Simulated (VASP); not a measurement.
# Nd2As3W (P6/mmm) in VASP: a series of runs

Runs on Nd2As3W. Level: PBE. Tasks: single point, relaxation of cell and atoms.

Everything below comes from runs of VASP 6.6.1. Logs are shortened: lines on timing, memory, paths and dates and some standing lists are left out, and cuts for length are marked.

## 1. The cell of the first run

The structure is hexagonal, space group P6/mmm (No. 191). The conventional cell has a = 6.259 Å, b = 6.259 Å, c = 4.155 Å, α = 90.00°, β = 90.00°, γ = 120.00°. Nd (site symmetry -6m2) has 6 As at 2.75 Å and 3 Nd at 3.61 Å and 3 W at 3.61 Å within 3.7 Å. As (site symmetry mmm) has 4 Nd at 2.75 Å and 4 As at 3.13 Å within 3.6 Å. W (site symmetry 6/mmm) has 6 Nd at 3.61 Å and 12 As at 3.76 Å and 2 W at 4.16 Å within 4.7 Å.

The cell was generated, and may not be a known phase.

## 2. Single point, PBE

INCAR reads:

```
SYSTEM = Nd2As3W
PREC = Accurate ; ENCUT = 500
EDIFF = 1E-6 ; ISMEAR = 0
SIGMA = 0.1 ; LREAL = .False.
LASPH = .True. ; NELM = 200
ALGO = Normal ; ISIF = 2
LWAVE = .False. ; LCHARG = .True.
GGA = PE ; LELF = .True.
LVHAR = .True. ; NBANDS = 34
GGA_COMPAT = .False. ; LMAXMIX = 6
```

KPOINTS reads:

```
regular mesh
0
Gamma
  3 3 4
  0 0 0
```

POSCAR reads:

```
Nd2As3W
1.0
    6.2592936300      0.0000000000      0.0000000000
   -3.1296468200      5.4207073000      0.0000000000
    0.0000000000      0.0000000000      4.1554650400
Nd As W
2 3 1
Direct
    0.6666666700      0.3333333300      0.0000000000
    0.3333333300      0.6666666700      0.0000000000
    0.0000000000      0.5000000000      0.5000000000
    0.5000000000      0.5000000000      0.5000000000
    0.5000000000      0.0000000000      0.5000000000
    0.0000000000      0.0000000000      0.0000000000
```

Potentials or basis: VASP PAW PBE potentials, release 64 (Nd_3, As, W_sv), 4f in core.

The run is started by

```
> cat potpaw_PBE.64/Nd_3/POTCAR potpaw_PBE.64/As/POTCAR potpaw_PBE.64/W_sv/POTCAR > POTCAR
> mpirun -np 1 vasp_std > vasp.out
```

OUTCAR:

```text
SYSTEM = Nd2As3W
   PREC = Accurate
   ENCUT = 500
   EDIFF = 1E-6
   ISMEAR = 0
   LREAL = .False.
   LASPH = .True.
   NELM = 200
   ISIF = 2
   GGA = PE

 ion  position               nearest neighbor table
   1  0.667  0.333  0.000-   3 2.75   3 2.75   5 2.75   5 2.75   4 2.75   4 2.75   2 3.61   6 3.61
                             2 3.61   6 3.61   6 3.61   2 3.61
   2  0.333  0.667  0.000-   3 2.75   3 2.75   5 2.75   5 2.75   4 2.75   4 2.75   1 3.61   6 3.61
                             1 3.61   6 3.61   6 3.61   1 3.61
   3  0.000  0.500  0.500-   1 2.75   2 2.75   1 2.75   2 2.75
   4  0.500  0.500  0.500-   1 2.75   2 2.75   1 2.75   2 2.75
   5  0.500  0.000  0.500-   1 2.75   2 2.75   1 2.75   2 2.75
   6  0.000  0.000  0.000-   1 3.61   2 3.61   1 3.61   2 3.61   1 3.61   2 3.61

  LATTYP: Found a hexagonal cell.
 ALAT       =     6.2592936300
 C/A-ratio  =     0.6638872189

  Lattice vectors:

 A1 = (   6.2592936300,   0.0000000000,   0.0000000000)
 A2 = (  -3.1296468200,   5.4207073000,   0.0000000000)
 A3 = (   0.0000000000,   0.0000000000,   4.1554650400)

Analysis of symmetry for initial positions (statically):
=====================================================================
 Subroutine PRICEL returns:
 Original cell was already a primitive cell.

 Routine SETGRP: Setting up the symmetry group for a
 hexagonal supercell.

 Subroutine GETGRP returns: Found 24 space group operations
 (whereof 24 operations were pure point group operations)
 out of a pool of 24 trial point group operations.

The static configuration has the point symmetry D_6h.

Analysis of symmetry for dynamics (positions and initial velocities):
=====================================================================
 Subroutine PRICEL returns:
 Original cell was already a primitive cell.

 Routine SETGRP: Setting up the symmetry group for a
 hexagonal supercell.

 Subroutine GETGRP returns: Found 24 space group operations
 (whereof 24 operations were pure point group operations)
 out of a pool of 24 trial point group operations.

The dynamic configuration has the point symmetry D_6h.

 Subroutine INISYM returns: Found 24 space group operations
 (whereof 24 operations are pure point group operations),
 and found     1 'primitive' translations

----------------------------------------------------------------------------------------

                                     Primitive cell

  volume of cell :     140.9941

  direct lattice vectors                    reciprocal lattice vectors
[... 84 lines left out ...]
   NFREE  =      0    steps in history (QN), initial steepest desc. (CG)
   ISIF   =      2    stress and relaxation
   ISYM   =      2    0-nonsym 1-usesym 2-fastsym
   POTIM  = 0.5000    time-step for ionic-motion
   TEBEG  =    0.0;   TEEND  =   0.0 temperature during run
   PSTRESS=    0.0 pullay stress
   NELECT =      51.0000    total number of electrons
   NUPDOWN=      -1.0000    fix difference up-down
   EMIN   =  10.00;   EMAX   =-10.00  energy-range for DOS
   EFERMI =   0.00;   METHOD = LEGACY
   ISMEAR =     0;   SIGMA  =   0.10  broadening in eV -4-tet -1-fermi 0-gaus
   EFERMI_NEDOS =   21; number of points for ismear=-14 and -15
   IALGO  =     38    algorithm
   IMIX   =      4    mixing-type and parameters
     AMIX     =   0.40;   BMIX     =  1.00
     AMIX_MAG =   1.60;   BMIX_MAG =  1.00
  volume/ion in A,a.u.               =      23.50       158.58
  Fermi-wavevector in a.u.,A,eV,Ry     =   1.166446  2.204263 18.512032  1.360596
  Thomas-Fermi vector in A             =   2.302959
   LORBIT       =      0    0 simple, 1 ext, 2 COOP (PROOUT), +10 PAW based schemes
   GGA     = PE    functional components
   LHFCALC =     F    Hartree Fock is set to
   AEXX    =    0.0000 exact exchange contribution
   IVDW    =     0    specifies the selected vdW correction
   LEPSILON=     F    determine dielectric tensor
   LRPA    =     F    only Hartree local field effects (RPA)
 non-spin polarized calculation
 Gauss-broadening in eV      SIGMA  =   0.10
  energy-cutoff  :      500.00
  volume of cell :      140.99
 maximum number of plane-waves:      3604
 NGX is ok and might be reduce to    48
   NGX = 23   NGY = 23   NGZ = 15

 number of electron      51.0000000 magnetization

 Free energy of the ion-electron system (eV)
  ---------------------------------------------------
  ext. energy  EPLUGINS =         0.00000000
  ---------------------------------------------------
  free energy    TOTEN  =       -32.43627460 eV

  energy without entropy =      -32.40331703  energy(sigma->0) =      -32.41979581

 E-fermi :   4.8521     XC(G=0): -10.5458

 val. band max:        4.8373478725   @ k =   0.0000   0.0000   0.0000
 cond. band min:       4.8729009438   @ k =   0.0000   0.0000   0.2500
 fundamental gap:      0.0355530713
 Fermi energy:         4.8521465390

 k-point     1 :       0.0000    0.0000    0.0000
  band No.  band energies     occupation
      1     -69.6634      2.00000
      2     -33.8118      2.00000
      3     -33.7363      2.00000
      4     -33.7363      2.00000
      5     -31.8280      2.00000
      6     -31.7363      2.00000
[... 322 lines left out ...]
     33       8.2096      0.00000
     34       8.2096      0.00000

------------------------ aborting loop because EDIFF is reached ----------------------------------------

  FORCE on cell =-STRESS in cart. coord.  units (eV):
  Direction    XX          YY          ZZ          XY          YZ          ZX
  --------------------------------------------------------------------------------------
  -------------------------------------------------------------------------------------
  Total        6.0629786      6.0629786     16.0861860     -0.0000000      0.0000000      0.0000000
  in kB       68.8962683     68.8962684    182.7943435     -0.0000001      0.0000000      0.0000000
  external PRESSURE =     106.8622934 kB  Pullay stress =       0.0000000 kB

 VOLUME and BASIS-vectors are now :
 -----------------------------------------------------------------------------
  energy-cutoff  :      500.00
  volume of cell :      140.99
      direct lattice vectors                 reciprocal lattice vectors
     6.259293630  0.000000000  0.000000000     0.159762436  0.092238886  0.000000000
    -3.129646820  5.420707300  0.000000000     0.000000000  0.184477771  0.000000000
     0.000000000  0.000000000  4.155465040     0.000000000  0.000000000  0.240646953

 POSITION                                       TOTAL-FORCE (eV/Angst)
 -----------------------------------------------------------------------------------
      3.12965      1.80690      0.00000        -0.000000      0.000000     -0.000000
     -0.00000      3.61380      0.00000         0.000000      0.000000      0.000000
     -1.56482      2.71035      2.07773        -0.000000      0.000000      0.000000
      1.56482      2.71035      2.07773        -0.000000      0.000000      0.000000
      3.12965      0.00000      2.07773        -0.000000      0.000000      0.000000
      0.00000      0.00000      0.00000        -0.000000      0.000000      0.000000
 -----------------------------------------------------------------------------------
    total drift:                               -0.000000      0.000000     -0.000000

  FREE ENERGIE OF THE ION-ELECTRON SYSTEM (eV)
  ---------------------------------------------------
  free  energy   TOTEN  =       -32.4362745978 eV

  energy  without entropy=      -32.4033170307  energy(sigma->0) =      -32.41979581
```

stdout:

```text
POSCAR found type information on POSCAR NdAsW
 POSCAR found :  3 types and       6 ions
 scaLAPACK will be used
 LDA part: xc-table for (Slater+PW92), standard interpolation
 POSCAR, INCAR and KPOINTS ok, starting setup
 FFT: planning ... GRIDC
 FFT: planning ... GRID_SOFT
 FFT: planning ... GRID
 WAVECAR not read
 entering main loop
```

It took 29 s on 1 thread of Intel Xeon 6975P-C (Granite Rapids), shared host; peak memory 0.26 GiB.

What came out:

| Property | Result |
| --- | --- |
| Free energy | -32.4363 eV |
| Pressure | 10.7 GPa |
| Band gap on the k mesh | zero (an odd number of electrons rules out a gap without spin polarisation) |

Stress tensor (GPa, compression positive):
```
 6.89  0.00  0.00
 0.00  6.89  0.00
 0.00  0.00 18.28
```

Levels at points of the mesh, in eV from the Fermi level:
| k point | band 22 | band 23 | band 24 | band 25 | band 26 | band 27 | band 28 | band 29 |
| --- | --- | --- | --- | --- | --- | --- | --- | --- |
| (0.00, 0.00, 0.00) | -0.92 | -0.31 | -0.15 | -0.15 | -0.01 | -0.01 | 1.48 | 1.48 |
| (0.00, 0.00, 0.50) | 0.13 | 0.13 | 0.16 | 0.16 | 0.23 | 0.55 | 0.55 | 1.20 |

Caveat: the k points lie up to 0.39 Å⁻¹ apart, too coarse for converged energies and pressures of a metal; spin-orbit coupling is left out, which moves the levels of the heavy elements; the 4f electrons are frozen in the core, so they carry no moment and show no levels; an odd number of electrons without spin polarisation forces a metal; a magnetic or distorted state may lie lower. Spin polarisation is off, so any magnetic state and its effect on volume and gap are missing.

## 3. Single point, PBE

This run uses another cell than the first one, of 24.10 Å³/atom.

INCAR reads:

```
SYSTEM = Nd2As3W
ALGO     = Normal         ! electronic algorithm
EDIFF    = 1E-6           ! SCF threshold, eV
ENCUT    = 500            ! plane-wave cutoff, eV
GGA      = PE             ! functional
GGA_COMPAT= .False.      
ISIF     = 2              ! what is computed and relaxed
ISMEAR   = 0              ! smearing method
LASPH    = .True.         ! aspherical terms in the spheres
LCHARG   = .True.         ! write CHGCAR
LELF     = .True.         ! ELF
LMAXMIX  = 6              ! l up to which the mixer works
LREAL    = .False.        ! projectors in reciprocal space
LVHAR    = .True.       
LWAVE    = .False.        ! write WAVECAR
NBANDS   = 34             ! bands
NELM     = 200            ! most SCF steps
PREC     = Accurate       ! precision mode
SIGMA    = 0.1            ! smearing width, eV
```

KPOINTS reads:

```
k-points
0
Gamma
  3 3 4
  0 0 0
```

POSCAR reads:

```
Nd2As3W
1.0
    5.7184199447      0.0000000026      0.0000000000
   -2.8592099746      4.9522969403      0.0000000000
    0.0000000000      0.0000000000      5.1056332708
Nd As W
2 3 1
Direct
    0.6666666667      0.3333333333      0.0000000000
    0.3333333333      0.6666666667      0.0000000000
    0.0000000000      0.5000000000      0.5000000000
    0.5000000000      0.5000000000      0.5000000000
    0.5000000000      0.0000000000      0.5000000000
    0.0000000000      0.0000000000      0.0000000000
```

Potentials or basis: VASP PAW PBE potentials, release 64 (Nd_3, As, W_sv), 4f in core.

The run is started by

```
> cat potpaw_PBE.64/Nd_3/POTCAR potpaw_PBE.64/As/POTCAR potpaw_PBE.64/W_sv/POTCAR > POTCAR
> mpirun -np 1 vasp_std > vasp.out
```

Run time: 32 s. Hardware: 1 thread of Intel Xeon 6975P-C (Granite Rapids), shared host; peak memory 0.26 GiB.

It converged, with:

| Property | Result |
| --- | --- |
| Free energy | -33.7405 eV |
| Pressure | 0.3 GPa |
| Band gap on the k mesh | zero (an odd number of electrons rules out a gap without spin polarisation) |

Stress tensor (GPa, compression positive):
```
0.14 0.00 0.00
0.00 0.14 0.00
0.00 0.00 0.50
```

Levels at points of the mesh, in eV from the Fermi level:
```
           k point  band 23  band 24  band 25  band 26  band 27  band 28
(0.00, 0.00, 0.00)    -0.66    -0.66    -0.66     0.04     0.04     1.23
(0.00, 0.00, 0.50)     0.19     0.19     0.30     0.31     0.31     0.59
```

Caveat: the k points lie up to 0.42 Å⁻¹ apart, too coarse for converged energies and pressures of a metal; spin-orbit coupling is left out, which moves the levels of the heavy elements; the 4f electrons are frozen in the core, so they carry no moment and show no levels; an odd number of electrons without spin polarisation forces a metal; a magnetic or distorted state may lie lower. Spin polarisation is off, so any magnetic state and its effect on volume and gap are missing.

(Continued in part 2 of 2.)

The gap in the log of VASP goes by the Fermi energy; the results here count the filled bands.